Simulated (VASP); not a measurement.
Set up this calculation in VASP 6.6.1, as the native input.

- Task: single point
- Functional: r2SCAN
- Potentials or basis: VASP PAW PBE potentials, release 64 (Ta_pv, N)
- Cutoff: 520 eV
- k mesh: 18 × 18 × 16
- Occupations: gaussian, width 0.15 eV
- Spin: no spin polarisation
- Dipole correction: no
- Further INCAR settings: ALGO = Normal; EDIFF = 1e-06; NBANDS = 15

TaN:

```
Ta N
1.0
     2.93800    0.00000    0.00000
    -1.46900    2.54438    0.00000
     0.00000    0.00000    2.88300
Ta N
1 1
Direct
  0.33333 0.66667 0.50000
  0.88611 0.91663 0.00000
```

This cell differs from its parent crystal: atom 2 (N) moved by (-0.300, +0.000) A along [1 1 0] and z.

These files were run (other wordings do the same):

POSCAR

```
TaN
1.0
    2.9379988584      0.0000000000      0.0000000000
   -1.4689994292      2.5443816477      0.0000000000
    0.0000000000      0.0000000000      2.8830000000
Ta N
1 1
Direct
    0.3333333333      0.6666666667      0.5000000000
   -0.1138892619     -0.0833727262      0.0000000000
```

INCAR.step1

```
SYSTEM = TaN
PREC = Accurate ; ENCUT = 520
ISMEAR = 0 ; SIGMA = 0.15
LREAL = .False. ; LASPH = .True.
NELM = 60 ; NBANDS = 15
GGA = PE ; ALGO = Normal
EDIFF = 1E-4 ; LWAVE = .True.
LCHARG = .False.
```

INCAR.step2

```
SYSTEM = TaN
PREC = Accurate ; ENCUT = 520
EDIFF = 1E-6 ; ISMEAR = 0
SIGMA = 0.15 ; LREAL = .False.
LASPH = .True. ; NELM = 60
ALGO = Normal ; ISIF = 2
LWAVE = .False. ; LCHARG = .False.
METAGGA = R2SCAN ; LMIXTAU = .True.
NBANDS = 15 ; ISTART = 1
```

KPOINTS

```
Automatic mesh
0
Gamma
  18 18 16
  0 0 0
```

Potentials or basis: VASP PAW PBE potentials, release 64 (Ta_pv, N).

Command:

```console
$ cat potpaw_PBE.64/Ta_pv/POTCAR potpaw_PBE.64/N/POTCAR > POTCAR
$ cp INCAR.step1 INCAR
$ mpirun -np 1 vasp_std > vasp.out
$ cp INCAR.step2 INCAR
$ mpirun -np 1 vasp_std > vasp.out
```

It gave:

```yaml
Pressure: 15.5 GPa
Largest_force: 4.376 eV/Å
Band_gap_on_the_k_mesh: zero (bands 8 and 9 overlap by 0.58 eV)
```

Caveat: the cell differs from its parent crystal (atom 2 (N) moved by (-0.300, +0.000) A along [1 1 0] and z); the stress differs along the axes, from 8 to 25 GPa; the PAW data sets were made with another functional, which shifts forces and pressure a little; spin-orbit coupling is left out, which moves the levels of the heavy elements.

It took 7.4 min on 1 thread of Intel(R) Xeon(R) 6975P-C (Granite Rapids) (shared host), peak memory 0.56 GiB.
